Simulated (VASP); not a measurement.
Input of a VASP 6.6.1 run:

Contents of INCAR:

```
SYSTEM = ZnAu
PREC = Accurate ; ENCUT = 520
EDIFF = 1E-6 ; ISMEAR = -1
SIGMA = 0.05 ; LREAL = .FALSE.
LASPH = .TRUE. ; NELM = 60
ALGO = Fast ; ISIF = 2
LWAVE = .FALSE. ; LCHARG = .FALSE.
GGA = PS ; NBANDS = 18
```

Contents of KPOINTS:

```
Automatic mesh
0
G
  8 8 8
  0 0 0
```

POSCAR

```
ZnAu
1.0
    3.1470000000      0.0000000000      0.0000000000
    0.0000000000      3.1470000000      0.0000000000
    0.0000000000      0.0000000000      3.1470000000
Au Zn
1 1
Direct
    0.0044500000     -0.0030310000     -0.0105960000
    0.4851550000      0.5154480000      0.5024370000
```

Potentials or basis: VASP PAW PBE potentials, release 64 (Au, Zn).

Launch:

```bash
$ cat potpaw_PBE.64/Au/POTCAR potpaw_PBE.64/Zn/POTCAR > POTCAR
$ mpirun -np 1 vasp_std > vasp.out
```

Estimate the pressure.

-1.5 GPa.

What does it give for the largest force?

0.336 eV/Å.

Stress tensor (GPa, compression positive):
```
-1.58 -0.34 -0.24
-0.34 -1.57  0.23
-0.24  0.23 -1.50
```

Caveat: the cell differs from its parent crystal (atoms moved at random); the PAW data sets were made with another functional, which shifts forces and pressure a little.
